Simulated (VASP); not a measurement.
Write the native input for VASP 6.6.1 that does the following.

```
Task                   : relaxation of cell and atoms
Functional             : PBE
Potentials or basis    : VASP PAW PBE potentials, release 64 (Be, Se)
Cutoff                 : 600 eV
k mesh                 : 8 × 8 × 4
Occupations            : gaussian, width 0.1 eV
Spin                   : no spin polarisation
Dipole correction      : no
Further INCAR settings : ALGO = Normal; EDIFF = 1e-06; IBRION = 2; EDIFFG = -0.01; NSW = 100; ISIF = 3
```

The structure of BeSe2 lies in POSCAR:

```
BeSe2
1.0
    3.6967153907      0.0000000000      0.0000000000
    0.0000000000      3.6967153907      0.0000000000
    0.0000000000      0.0000000000     10.4609373323
Be Se
2 4
Direct
    0.5000000000      0.5000000000      0.0000000000
    0.0000000000      0.0000000000      0.0000000000
    0.5000000000      0.0000000000      0.8732821196
    0.0000000000      0.5000000000      0.1267178804
    0.5000000000      0.5000000000      0.5000000000
    0.0000000000      0.0000000000      0.5000000000
```

These files were run (other wordings do the same):

INCAR

```
SYSTEM = BeSe2
PREC = Accurate
ENCUT = 600
EDIFF = 1E-6
ISMEAR = 0
SIGMA = 0.1
LREAL = .FALSE.
LASPH = .TRUE.
NELM = 60
ALGO = Normal
ISIF = 3
LWAVE = .FALSE.
LCHARG = .FALSE.
GGA = PE
IBRION = 2
NSW = 100
EDIFFG = -0.01
```

KPOINTS

```
regular mesh
0
G
  8 8 4
  0 0 0
```

Potentials or basis: VASP PAW PBE potentials, release 64 (Be, Se).

Command:

```console
$ cat potpaw_PBE.64/Be/POTCAR potpaw_PBE.64/Se/POTCAR > POTCAR
$ mpirun -np 1 vasp_std > vasp.out
```

It gave:

| Property | Result |
| --- | --- |
| Relaxed volume | 26.10 Å³/atom |
| Relaxed cell | a = 3.694 Å, b = 3.694 Å, c = 11.474 Å, α = 90.00°, β = 90.00°, γ = 90.00° |
| Space group after relaxing (to 0.05 Å) | P4/nmm (No. 129) |
| Energy gained by relaxing | 3.0 meV/atom |
| Ionic steps | 17 |
| Pressure after relaxing | 0.0 GPa |
| Largest force after relaxing | 0.009 eV/Å |
| Band gap on the k mesh | zero (band 14 reaches 2.66 eV, above the bottom of band 15 at 0.52 eV) |

Caveat: this functional lacks dispersion, which binds the layers, so the pressure and a relaxed spacing across them are unreliable.

It took 16 min on 1 thread of Intel(R) Xeon(R) Platinum 8375C CPU @ 2.90GHz (Ice Lake), with other jobs on the host, peak memory 0.35 GiB.
